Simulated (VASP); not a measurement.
A run of VASP 6.6.1 is set up as follows.

File INCAR:

```
AGGAC = 1.0 ; AGGAX = 1.0
ALDAC = 0.0 ; ALDAX = 1.0
ALGO = Normal ; EDIFF = 1E-6
ENCUT = 520 ; GGA = B5
ISIF = 2 ; ISMEAR = -1
ISPIN = 2 ; LASPH = T
LCHARG = F ; LMAXMIX = 4
LORBIT = 11 ; LREAL = F
LWAVE = F ; MAGMOM = 1
NBANDS = 15 ; NELM = 150
PREC = Accurate ; SIGMA = 0.05
```

KPOINTS

```
k-points
0
Gamma
  14 14 14
```

The input POSCAR:

```
Pt
1.0
    0.0000000000      2.0255415880      2.0255415880
    2.0255415880      0.0000000000      2.0255415880
    2.0255415880      2.0255415880      0.0000000000
Pt
1
Direct
    0.0000000000      0.0000000000      0.0000000000
```

Potentials or basis: VASP PAW PBE potentials, release 64 (Pt).

Launch:

```bash
$ cat potpaw_PBE.64/Pt/POTCAR > POTCAR
$ mpirun -np 1 vasp_std > vasp.out
```

**Question.** What does it give for the pressure?

**Answer.** 1.0 GPa.

**Question.** What does it give for the band gap on the k mesh?

**Answer.** Zero (filled and empty bands overlap).

Caveat: the PAW data sets were made with another functional, which shifts forces and pressure a little; spin-orbit coupling is left out, which moves the levels of the heavy elements.
